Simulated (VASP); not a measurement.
# NaB4 (P-3m1) in VASP: single point with PBE

Aim: the single point of NaB4 with PBE.

Everything below comes from runs of VASP 6.6.1. Logs are shortened: lines on timing, memory, paths and dates and some standing lists are left out, and cuts for length are marked.

### 1 The cell of the first run

The structure is trigonal, space group P-3m1 (No. 164). The conventional cell has a = 3.030 Å, b = 3.030 Å, c = 6.718 Å, α = 90.00°, β = 90.00°, γ = 120.00°. Within 3.2 Å of Na (site symmetry -3m) lie 8 B at 2.46 to 2.93 Å and 6 Na at 3.03 Å. B (site symmetry 3m) has 4 B at 1.75 to 1.80 Å within 2.3 Å. B (site symmetry 3m) has 3 B at 1.75 Å within 2.3 Å.

The cell was built from a structure type or drawn by symmetry, and may not be a known phase.

### 2 Single point, PBE

Contents of INCAR:

```
SYSTEM = NaB4
ALGO = Normal ; EDIFF = 1E-6
ENCUT = 500 ; GGA = PE
GGA_COMPAT = .FALSE. ; ISIF = 2
ISMEAR = 0 ; LASPH = .TRUE.
LCHARG = .FALSE. ; LREAL = .FALSE.
LWAVE = .FALSE. ; NBANDS = 18
NELM = 120 ; PREC = Accurate
SIGMA = 0.2
```

Contents of KPOINTS:

```
k-points
0
G
  5 5 3
  0 0 0
```

Contents of POSCAR:

```
NaB4
1.0
    3.0301214611      0.0000000025      0.0000000000
   -1.5150607327      2.6241621606      0.0000000000
    0.0000000000      0.0000000000      6.7176488816
Na B
1 4
Direct
    0.0000000000      0.0000000000      0.0000000000
    0.0000000000      0.0000000000      0.6340416088
    0.0000000000      0.0000000000      0.3659583912
    0.3333333333      0.6666666667      0.6506745091
    0.6666666667      0.3333333333      0.3493254909
```

Potentials or basis: VASP PAW PBE potentials, release 64 (Na_pv, B).

Started as:

```
> cat potpaw_PBE.64/Na_pv/POTCAR potpaw_PBE.64/B/POTCAR > POTCAR
> mpirun -np 1 vasp_std > vasp.out
```

OUTCAR:

```text
SYSTEM = NaB4
   EDIFF = 1E-6
   ENCUT = 500
   GGA = PE
   ISIF = 2
   ISMEAR = 0
   LASPH = .TRUE.
   LREAL = .FALSE.
   NELM = 120
   PREC = Accurate

 ion  position               nearest neighbor table
   1  0.000  0.000  0.000-   2 2.46   3 2.46
   2  0.000  0.000  0.634-   4 1.75   4 1.75   4 1.75   3 1.80   1 2.46
   3  0.000  0.000  0.366-   5 1.75   5 1.75   5 1.75   2 1.80   1 2.46
   4  0.333  0.667  0.651-   2 1.75   2 1.75   2 1.75
   5  0.667  0.333  0.349-   3 1.75   3 1.75   3 1.75

  LATTYP: Found a hexagonal cell.
 ALAT       =     3.0301214611
 C/A-ratio  =     2.2169569662

  Lattice vectors:

 A1 = (   3.0301214611,   0.0000000025,   0.0000000000)
 A2 = (  -1.5150607327,   2.6241621606,   0.0000000000)
 A3 = (   0.0000000000,   0.0000000000,   6.7176488816)

Analysis of symmetry for initial positions (statically):
=====================================================================
 Subroutine PRICEL returns:
 Original cell was already a primitive cell.

 Routine SETGRP: Setting up the symmetry group for a
 hexagonal supercell.

 Subroutine GETGRP returns: Found 12 space group operations
 (whereof 12 operations were pure point group operations)
 out of a pool of 24 trial point group operations.

The static configuration has the point symmetry D_3d.

Analysis of symmetry for dynamics (positions and initial velocities):
=====================================================================
 Subroutine PRICEL returns:
 Original cell was already a primitive cell.

 Routine SETGRP: Setting up the symmetry group for a
 hexagonal supercell.

 Subroutine GETGRP returns: Found 12 space group operations
 (whereof 12 operations were pure point group operations)
 out of a pool of 24 trial point group operations.

The dynamic configuration has the point symmetry D_3d.

 Subroutine INISYM returns: Found 12 space group operations
 (whereof 12 operations are pure point group operations),
 and found     1 'primitive' translations

----------------------------------------------------------------------------------------

                                     Primitive cell

  volume of cell :      53.4156

  direct lattice vectors                    reciprocal lattice vectors
     3.030121461  0.000000003  0.000000000     0.330019774  0.190537006  0.000000000
    -1.515060733  2.624162161  0.000000000    -0.000000000  0.381074011  0.000000000
     0.000000000  0.000000000  6.717648882     0.000000000  0.000000000  0.148861606

  length of vectors
     3.030121461  3.030121461  6.717648882     0.381074011  0.381074011  0.148861606

  position of ions in fractional coordinates (direct lattice)
     0.000000000  0.000000000  0.000000000
     0.000000000  0.000000000  0.634041609
     0.000000000  0.000000000  0.365958391
     0.333333333  0.666666667  0.650674509
     0.666666667  0.333333333  0.349325491

  ion indices of the primitive-cell ions
   primitive index   ion index
                 1           1
                 2           2
                 3           3
                 4           4
                 5           5

----------------------------------------------------------------------------------------

 KPOINTS: k-points

Automatic generation of k-mesh.
 Grid dimensions read from file:
 generate k-points for:    5    5    3

 Generating k-lattice:

  Cartesian coordinates                     Fractional coordinates (reciprocal lattice)
     0.066003955  0.038107401  0.000000000     0.200000000  0.000000000  0.000000000
    -0.000000000  0.076214802  0.000000000     0.000000000  0.200000000  0.000000000
     0.000000000  0.000000000  0.049620535     0.000000000  0.000000000  0.333333333

  Length of vectors
     0.076214802  0.076214802  0.049620535

  Shift w.r.t. Gamma in fractional coordinates (k-lattice)
     0.000000000  0.000000000  0.000000000

 Subroutine IBZKPT returns following result:
 ===========================================

 Found     12 irreducible k-points:

 Following reciprocal coordinates:
            Coordinates               Weight
  0.000000  0.000000  0.000000      1.000000
  0.200000 -0.000000  0.000000      6.000000
  0.400000 -0.000000  0.000000      6.000000
  0.200000  0.200000  0.000000      6.000000
  0.400000  0.200000  0.000000      6.000000
  0.000000  0.000000  0.333333      2.000000
  0.200000 -0.000000  0.333333      6.000000
  0.000000  0.200000  0.333333      6.000000
  0.400000 -0.000000  0.333333      6.000000
  0.000000  0.400000  0.333333      6.000000
  0.200000  0.200000  0.333333     12.000000
  0.400000  0.200000  0.333333     12.000000
   k-points           NKPTS =     12   k-points in BZ     NKDIM =     12   number of bands    NBANDS=     18
   number of dos      NEDOS =    301   number of ions     NIONS =      5
   total plane-waves  NPLWV =  28800
   dimension x,y,z NGX =    24 NGY =   24 NGZ =   50
   dimension x,y,z NGXF=    48 NGYF=   48 NGZF=  100
   ions per type =               1   4
   NGX,Y,Z   is equivalent  to a cutoff of  13.17, 13.17, 12.37 a.u.
   NGXF,Y,Z  is equivalent  to a cutoff of  26.33, 26.33, 24.75 a.u.
 SYSTEM =  NaB4
   PREC   = accura    normal or accurate (medium, high low for compatibility)
   ISTART =      0    job   : 0-new  1-cont  2-samecut
   ICHARG =      2    charge: 1-file 2-atom 10-const
   ISPIN  =      1    spin polarized calculation?
   LNONCOLLINEAR =      F non collinear calculations
   LSORBIT =      F    spin-orbit coupling
   LASPH  =      T    aspherical Exc in radial PAW
   ENCUT  =  500.0 eV  36.75 Ry    6.06 a.u.   5.52  5.52 12.25*2*pi/ulx,y,z
   NELM   =    120;   NELMIN=  2; NELMDL= -5     # of ELM steps
   EDIFF  = 0.1E-05   stopping-criterion for ELM
   LREAL  =      F    real-space projection
   EDIFFG = 0.1E-04   stopping-criterion for IOM
   NSW    =      0    number of steps for IOM
   IBRION =     -1    ionic relax: 0-MD 1-quasi-New 2-CG
   NFREE  =      0    steps in history (QN), initial steepest desc. (CG)
   ISIF   =      2    stress and relaxation
   ISYM   =      2    0-nonsym 1-usesym 2-fastsym
   POTIM  = 0.5000    time-step for ionic-motion
   TEBEG  =    0.0;   TEEND  =   0.0 temperature during run
   PSTRESS=    0.0 pullay stress
   NELECT =      19.0000    total number of electrons
   NUPDOWN=      -1.0000    fix difference up-down
   EMIN   =  10.00;   EMAX   =-10.00  energy-range for DOS
   EFERMI =   0.00;   METHOD = LEGACY
   ISMEAR =     0;   SIGMA  =   0.20  broadening in eV -4-tet -1-fermi 0-gaus
   EFERMI_NEDOS =   21; number of points for ismear=-14 and -15
   IALGO  =     38    algorithm
   IMIX   =      4    mixing-type and parameters
     AMIX     =   0.40;   BMIX     =  1.00
     AMIX_MAG =   1.60;   BMIX_MAG =  1.00
  volume/ion in A,a.u.               =      10.68        72.09
  Fermi-wavevector in a.u.,A,eV,Ry     =   1.159943  2.191975 18.306204  1.345468
  Thomas-Fermi vector in A             =   2.296531
   LORBIT       =      0    0 simple, 1 ext, 2 COOP (PROOUT), +10 PAW based schemes
   GGA     = PE    functional components
   LHFCALC =     F    Hartree Fock is set to
   AEXX    =    0.0000 exact exchange contribution
   IVDW    =     0    specifies the selected vdW correction
   LEPSILON=     F    determine dielectric tensor
   LRPA    =     F    only Hartree local field effects (RPA)
 non-spin polarized calculation
 Gauss-broadening in eV      SIGMA  =   0.20
  energy-cutoff  :      500.00
  volume of cell :       53.42
 maximum number of plane-waves:      1405
 NGX is ok and might be reduce to    24
   NGX = 11   NGY = 11   NGZ = 25

 number of electron      18.9999986 magnetization

 Free energy of the ion-electron system (eV)
  ---------------------------------------------------
  ext. energy  EPLUGINS =         0.00000000
  ---------------------------------------------------
  free energy    TOTEN  =       -25.05408938 eV

  energy without entropy =      -24.99801698  energy(sigma->0) =      -25.02605318

 E-fermi :   3.7800     XC(G=0): -10.0195

 val. band max:        3.6178242009   @ k =   0.2000  -0.0000   0.0000
 cond. band min:       3.8164598524   @ k =   0.2000  -0.0000   0.3333
 fundamental gap:      0.1986356515
 Fermi energy:         3.7800256770

 k-point     1 :       0.0000    0.0000    0.0000
  band No.  band energies     occupation
      1     -21.1236      2.00000
      2     -21.1236      2.00000
      3     -21.0569      2.00000
      4      -9.1804      2.00000
      5      -5.2895      2.00000
      6      -1.8377      2.00000
[... 10 lines left out ...]
     17      12.4240      0.00000
     18      13.8892      0.00000

 k-point     2 :       0.2000   -0.0000    0.0000
  band No.  band energies     occupation
      1     -21.1946      2.00000
      2     -21.1391      2.00000
      3     -21.0439      2.00000
      4      -8.4950      2.00000
      5      -4.6569      2.00000
      6      -1.0675      2.00000
[... 10 lines left out ...]
     17      13.5259      0.00000
     18      14.4088      0.00000

 k-point     3 :       0.4000   -0.0000    0.0000
  band No.  band energies     occupation
      1     -21.3071      2.00000
      2     -21.1642      2.00000
      3     -21.0229      2.00000
      4      -6.4933      2.00000
      5      -3.2074      2.00000
      6      -2.6498      2.00000
[... 10 lines left out ...]
     17      13.8609      0.00000
     18      15.3781      0.00000

 k-point     4 :       0.2000    0.2000    0.0000
  band No.  band energies     occupation
      1     -21.2672      2.00000
      2     -21.1783      2.00000
      3     -21.0269      2.00000
      4      -7.1470      2.00000
      5      -3.4242      2.00000
      6      -1.1318      2.00000
[... 123 lines left out ...]
      4      -6.4718      2.00000
      5      -3.2383      2.00000
      6      -2.7474      2.00000
[... 10 lines left out ...]
     17      14.5168      0.00000
     18      15.5273      0.00000

 k-point    11 :       0.2000    0.2000    0.3333
  band No.  band energies     occupation
      1     -21.2672      2.00000
      2     -21.1783      2.00000
      3     -21.0270      2.00000
      4      -7.1241      2.00000
      5      -3.5711      2.00000
      6      -1.1145      2.00000
[... 10 lines left out ...]
     17      12.8898      0.00000
     18      14.8193      0.00000

 k-point    12 :       0.4000    0.2000    0.3333
  band No.  band energies     occupation
      1     -21.3008      2.00000
      2     -21.2129      2.00000
      3     -21.0165      2.00000
      4      -4.9333      2.00000
      5      -3.9959      2.00000
      6      -1.5569      2.00000
[... 10 lines left out ...]
     17      15.0795      0.00000
     18      15.3439      0.00000

------------------------ aborting loop because EDIFF is reached ----------------------------------------

  FORCE on cell =-STRESS in cart. coord.  units (eV):
  Direction    XX          YY          ZZ          XY          YZ          ZX
  --------------------------------------------------------------------------------------
  -------------------------------------------------------------------------------------
  Total       -0.0225760     -0.0225760      0.1445022     -0.0000000      0.0000000      0.0000000
  in kB       -0.6771579     -0.6771579      4.3342817     -0.0000000      0.0000000      0.0000000
  external PRESSURE =       0.9933220 kB  Pullay stress =       0.0000000 kB

 VOLUME and BASIS-vectors are now :
 -----------------------------------------------------------------------------
  energy-cutoff  :      500.00
  volume of cell :       53.42
      direct lattice vectors                 reciprocal lattice vectors
     3.030121461  0.000000003  0.000000000     0.330019774  0.190537006  0.000000000
    -1.515060733  2.624162161  0.000000000    -0.000000000  0.381074011  0.000000000
     0.000000000  0.000000000  6.717648882     0.000000000  0.000000000  0.148861606

 POSITION                                       TOTAL-FORCE (eV/Angst)
 -----------------------------------------------------------------------------------
      0.00000      0.00000      0.00000        -0.000000     -0.000000      0.000000
      0.00000      0.00000      4.25927        -0.000000     -0.000000     -0.047911
      0.00000      0.00000      2.45838         0.000000      0.000000      0.047911
     -0.00000      1.74944      4.37100        -0.000000      0.000000      0.011979
      1.51506      0.87472      2.34665         0.000000     -0.000000     -0.011979
 -----------------------------------------------------------------------------------
    total drift:                                0.000000      0.000000      0.000000

  FREE ENERGIE OF THE ION-ELECTRON SYSTEM (eV)
  ---------------------------------------------------
  free  energy   TOTEN  =       -25.0540893795 eV

  energy  without entropy=      -24.9980169806  energy(sigma->0) =      -25.02605318
```

It took 10 s on 1 thread of Intel Xeon Platinum 8488C (Sapphire Rapids), shared host; peak memory 0.16 GiB.

Results:

- Free energy: -25.0541 eV
- Pressure: 0.1 GPa
- Largest force: 0.048 eV/Å
- Band gap on the k mesh: zero (an odd number of electrons rules out a gap without spin polarisation)

Forces on the atoms (eV/Å):
```
Na   0.000  0.000  0.000
B    0.000  0.000 -0.048
B    0.000  0.000  0.048
B    0.000  0.000  0.012
B    0.000  0.000 -0.012
```

Levels at points of the mesh, in eV from the Fermi level:
```csv
k point,band 5,band 6,band 7,band 8,band 9,band 10,band 11,band 12,band 13,band 14
"(0.00, 0.00, 0.00)",-9.07,-5.62,0.22,0.22,1.41,1.55,1.55,2.17,6.94,8.00
```

Caveat: the k points lie up to 0.48 Å⁻¹ apart, too coarse for converged energies and pressures of a metal.
